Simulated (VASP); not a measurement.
Set up this calculation in VASP 6.6.1, as the native input.

- Task: single point
- Functional: PBE
- Potentials or basis: VASP PAW PBE potentials, release 64 (Li_sv, Se)
- Cutoff: 750 eV
- k mesh: 10 × 10 × 10
- Occupations: gaussian, width 0.05 eV
- Spin: no spin polarisation
- Dipole correction: no
- Further INCAR settings: ALGO = Normal; EDIFF = 1e-06; NBANDS = 13

The structure of Li2Se lies in POSCAR:

```
Li2Se
1.0
    0.0000000000      2.9830424178      2.9830424178
    2.9830424178      0.0000000000      2.9830424178
    2.9830424178      2.9830424178      0.0000000000
Li Se
2 1
Direct
    0.2500000000      0.2500000000      0.2500000000
    0.7500000000      0.7500000000      0.7500000000
    0.0000000000      0.0000000000      0.0000000000
```

The input as run:

INCAR

```
  PREC = Accurate
  ENCUT = 750
  EDIFF = 1E-6
  ISMEAR = 0
  SIGMA = 0.05
  LREAL = False
  LASPH = True
  NELM = 120
  ALGO = Normal
  ISIF = 2
  LWAVE = False
  LCHARG = False
  GGA = PE
  NBANDS = 13
  GGA_COMPAT = False
```

KPOINTS

```
Automatic mesh
0
Gamma
  10 10 10
```

Potentials or basis: VASP PAW PBE potentials, release 64 (Li_sv, Se).

Launch:

```sh
$ cat potpaw_PBE.64/Li_sv/POTCAR potpaw_PBE.64/Se/POTCAR > POTCAR
$ mpirun -np 1 vasp_std > vasp.out
```

It gave:

The pressure is 0.6 GPa and the band gap on the k mesh is 2.96 eV (least direct gap 3.47 eV).

Wall time 93 s on 1 thread of Intel(R) Xeon(R) Platinum 8175M CPU @ 2.50GHz (Skylake/Cascade Lake), with other jobs on the host, peak memory 0.26 GiB.
